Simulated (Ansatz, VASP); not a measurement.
# Cl: VASP beside Ansatz

```
Cl
1.0
     6.59146    0.00000    0.00000
     0.00000    4.06878    0.00000
     0.00000    0.00000    8.45634
Cl
8
Cartesian
  3.2957 1.5741 0.9028
  3.2957 3.6085 3.3254
  3.2957 2.4946 7.5535
  3.2957 0.4602 5.1310
  0.0000 3.6085 0.9028
  0.0000 1.5741 3.3254
  0.0000 0.4602 7.5535
  0.0000 2.4946 5.1310
```

Change from the starting cell: strain along c alone, the other axes held, atoms relaxed: +4.5 %.

Alike in both runs: functional PBE; dispersion D3(BJ); k mesh 4 × 8 × 4; occupations gaussian, width 0.02 eV; no spin polarisation.

Ansatz relaxed the structure, and its values are those at the end. VASP's run is a single point on that final structure, the one shown.

|  | VASP | Ansatz |
| --- | --- | --- |
| version | VASP 6.6.1 | Ansatz 0.2.0 |
| potentials or method | VASP PAW PBE potentials, release 64 (Cl), cutoff 520 eV | scalar-relativistic, plane waves, PAW |
| valence electrons in the cell | 56 | 56 |

|  | VASP | Ansatz | Ansatz less VASP |
| --- | --- | --- | --- |
| gap on the k mesh at the Fermi level (eV) | 2.08 | 2.03 | -0.046 |
| least direct gap on the mesh (eV) | 2.08 | 2.03 | -0.046 |
| pressure (GPa) | -0.8 | -0.4 | +0.36 |
| rms of the force components (eV/Å) | 0.102 | 0.000 | -0.1019 |

Ansatz's warnings: stress scf threshold loose.
